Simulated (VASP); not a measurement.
HC12, 26 atoms in the cell. The cell holds a slab with vacuum, 26 atoms: a = 5.051 Å, b = 5.051 Å, c = 22.375 Å, α = 90.00°, β = 90.00°, γ = 90.00°. 

```yaml
Program: VASP 6.6.1
Task: single point
Functional: PBE
Potentials_or_basis: VASP PAW PBE potentials, release 64 (C, H)
Cutoff: 520 eV
k_mesh: 5 × 5 × 1
Occupations: gaussian, width 0.05 eV
Spin: no spin polarisation
Dipole_correction: yes
Further_INCAR_settings: LREAL = Auto; ALGO = Normal; EDIFF = 1e-06; NBANDS = 68
```

Potentials or basis: VASP PAW PBE potentials, release 64 (C, H).

Command:

```bash
$ cat potpaw_PBE.64/C/POTCAR potpaw_PBE.64/H/POTCAR > POTCAR
$ mpirun -np 1 vasp_std > vasp.out
```

Hardware: 1 thread of Intel(R) Xeon(R) 6975P-C (Granite Rapids), with other jobs on the host.

Estimate the wall time of this run.

Run time: 7 min on 1 thread of Intel(R) Xeon(R) 6975P-C (Granite Rapids) (shared host), peak memory 0.65 GiB. Counts: scf iterations 30, k points 9.
